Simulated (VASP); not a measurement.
Ru: relaxation of cell and atoms with PBE

Ru:

```xyz
2
Lattice="0.0000 2.5705 2.5705 2.5705 0.0000 2.5705 2.5705 2.5705 0.0000" Properties=species:S:1:pos:R:3 pbc="T T T"
Ru   -0.6426   -0.6426   -0.6426
Ru    0.6426    0.6426    0.6426
```

```yaml
Program: VASP 6.6.1
Task: relaxation of cell and atoms
Functional: PBE
Potentials_or_basis: VASP PAW PBE potentials, release 64 (Ru_pv)
Cutoff: 500 eV
k_mesh: 13 × 13 × 13
Occupations: fermi-dirac, width 0.1 eV
Spin: no spin polarisation
Target_pressure: 44 GPa
Dipole_correction: no
Further_INCAR_settings: ALGO = Normal; EDIFF = 1e-07; IBRION = 2; EDIFFG = -0.005; NSW = 32; ISIF = 3
```

```
Relaxed volume                                         : 17.03 Å³/atom
Relaxed cell                                           : a = 3.639 Å, b = 3.639 Å, c = 3.639 Å, α = 60.00°, β = 60.00°, γ = 60.00°
Space group after relaxing (to 0.05 Å)                 : Fd-3m (No. 227)
Energy change on relaxing (the enthalpy is what falls) : -13.2 meV/atom
Ionic steps                                            : 3
Pressure after relaxing                                : 44.0 GPa
Band gap on the k mesh                                 : zero (band 14 reaches 9.94 eV, above the bottom of band 15 at 8.83 eV)
```

Step by step:
```tsv
step	energy change (eV)	largest force (eV/Å)	pressure (GPa)	volume (Å³)
1	0.0000	0.0000	44.99	33.97
2	-0.1370	0.0000	39.75	34.49
3	-0.0264	0.0000	44.00	34.07
```

Final structure:
```cif
data_structure
_symmetry_space_group_name_H-M 'P 1'
_symmetry_Int_Tables_number 1
_cell_length_a 3.6387
_cell_length_b 3.6387
_cell_length_c 3.6387
_cell_angle_alpha 60.000
_cell_angle_beta 60.000
_cell_angle_gamma 60.000
_cell_volume 34.07
loop_
_atom_site_label
_atom_site_type_symbol
_atom_site_fract_x
_atom_site_fract_y
_atom_site_fract_z
_atom_site_occupancy
Ru1 Ru 0.87500 0.87500 0.87500 1
Ru2 Ru 0.12500 0.12500 0.12500 1
```

Levels at points of the mesh, in eV from the Fermi level:
| k point | band 10 | band 11 | band 12 | band 13 | band 14 | band 15 | band 16 | band 17 | band 18 |
| --- | --- | --- | --- | --- | --- | --- | --- | --- | --- |
| (0.00, 0.00, 0.00) | -3.82 | -3.82 | -3.82 | -0.54 | -0.54 | -0.54 | 2.45 | 2.45 | 10.80 |

It took 99 s on 1 thread of Intel(R) Xeon(R) 6975P-C (Granite Rapids) (shared host), peak memory 0.18 GiB.

Caveat: the cell is relaxed towards a set pressure, so the enthalpy falls and the energy may rise.
